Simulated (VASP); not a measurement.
## Nb: electric field gradients with PBE

The system is Nb.

```xyz
1
Lattice="-1.6912 1.6912 1.6912 1.6912 -1.6912 1.6912 1.6912 1.6912 -1.6912" Properties=species:S:1:pos:R:3 pbc="T T T"
Nb    0.0000    0.0000    0.0000
```

This cell differs from its parent crystal: volume scaled by 1.05.

- Program: VASP 6.6.1
- Task: electric field gradients
- Functional: PBE
- Potentials or basis: VASP PAW PBE potentials, release 64 (Nb_sv)
- Cutoff: 400 eV
- k mesh: 15 × 15 × 15
- Occupations: fermi-dirac, width 0.03 eV
- Spin: no spin polarisation
- Dipole correction: no
- Further INCAR settings: ALGO = Normal; EDIFF = 1e-08; NBANDS = 12

```
Pressure : -10.5 GPa
```

Levels at points of the mesh, in eV from the Fermi level:
```tsv
k point	band 3	band 4	band 5	band 6	band 7	band 8	band 9	band 10
(0.00, 0.00, 0.00)	-29.93	-29.93	-5.80	0.36	0.36	0.36	3.04	3.04
```

It took 20 s on 1 thread of Intel(R) Xeon(R) Platinum 8259CL CPU @ 2.50GHz (Skylake/Cascade Lake), with other jobs on the host, peak memory 0.13 GiB.

Caveat: without QUAD_EFG the Cq values of the log hold for a quadrupole moment of 1 mb, not for the nuclei.
